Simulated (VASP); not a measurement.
A run of VASP 6.6.1 is set up as follows.

Contents of POSCAR:

```
AlN
1.0
    0.0000000000      2.0188684454      2.0188684454
    1.9013703019      0.0000000000      2.0188684454
    1.9013703019      2.0188684454      0.0000000000
Al N
1 1
Direct
    0.0000000000      0.0000000000      0.0000000000
    0.5000000000      0.5000000000      0.5000000000
```

The input INCAR.step1:

```
SYSTEM = AlN
  ALGO = Normal
  EDIFF = 1E-4
  ENCUT = 520
  GGA = PE
  ISMEAR = 0
  LASPH = .TRUE.
  LCHARG = .FALSE.
  LREAL = .FALSE.
  LWAVE = .TRUE.
  NBANDS = 11
  NELM = 80
  PREC = Accurate
  SIGMA = 0.01
```

The input INCAR.step2:

```
SYSTEM = AlN
  ALGO = Normal
  EDIFF = 1E-6
  ENCUT = 520
  ISIF = 2
  ISMEAR = 0
  ISTART = 1
  LASPH = .TRUE.
  LCHARG = .TRUE.
  LELF = .TRUE.
  LMIXTAU = .TRUE.
  LREAL = .FALSE.
  LVHAR = .TRUE.
  LWAVE = .FALSE.
  METAGGA = R2SCAN
  NBANDS = 11
  NELM = 80
  PREC = Accurate
  SIGMA = 0.01
```

KPOINTS

```
k-points
0
G
  10 10 10
  0 0 0
```

Potentials or basis: VASP PAW PBE potentials, release 64 (Al, N).

Command:

```sh
$ cat potpaw_PBE.64/Al/POTCAR potpaw_PBE.64/N/POTCAR > POTCAR
$ cp INCAR.step1 INCAR
$ mpirun -np 1 vasp_std > vasp.out
$ cp INCAR.step2 INCAR
$ mpirun -np 1 vasp_std > vasp.out
```

(1) Estimate the pressure.

(2) What does it give for the band gap on the k mesh?

## Answers

(1) 20.0 GPa.

(2) 5.33 eV (least direct gap 7.27 eV).

Caveat: the cell differs from its parent crystal (uniaxial x strain -5.8%); the cell stands under pressure; the PAW data sets were made with another functional, which shifts forces and pressure a little.
